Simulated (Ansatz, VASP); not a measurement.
**SiNi3 in VASP and in Ansatz**

```
Ni Si
1.0
     3.54200    0.00000    0.00000
     0.00000    3.54200    0.00000
     0.00000    0.00000    3.54200
Ni Si
3 1
Direct
  0.50000 0.50000 0.00000
  0.50000 0.00000 0.50000
  0.00000 0.50000 0.50000
  0.00000 0.00000 0.00000
```

Alike in both runs: task single point; functional PBE; k mesh 8 × 8 × 8; occupations fermi-dirac, width 0.05 eV; collinear spin; fixed moment 2.2 μB.

```csv
,VASP,Ansatz
version,VASP 6.6.1,Ansatz 0.2.0
potentials or method,"VASP PAW PBE potentials, release 64 (Ni, Si), cutoff 600 eV","all-electron LAPW, scalar-relativistic"
```

|  | VASP | Ansatz | Ansatz less VASP |
| --- | --- | --- | --- |
| pressure (GPa) | -1.5 | -1.6 | -0.02 |
| size of the moment on the site where the two differ most (μB) | 0.69 | 0.71 | +0.016 |

Site moments also hang on the region over which each program counts them. Ansatz ran all-electron here, and VASP with PAW potentials.
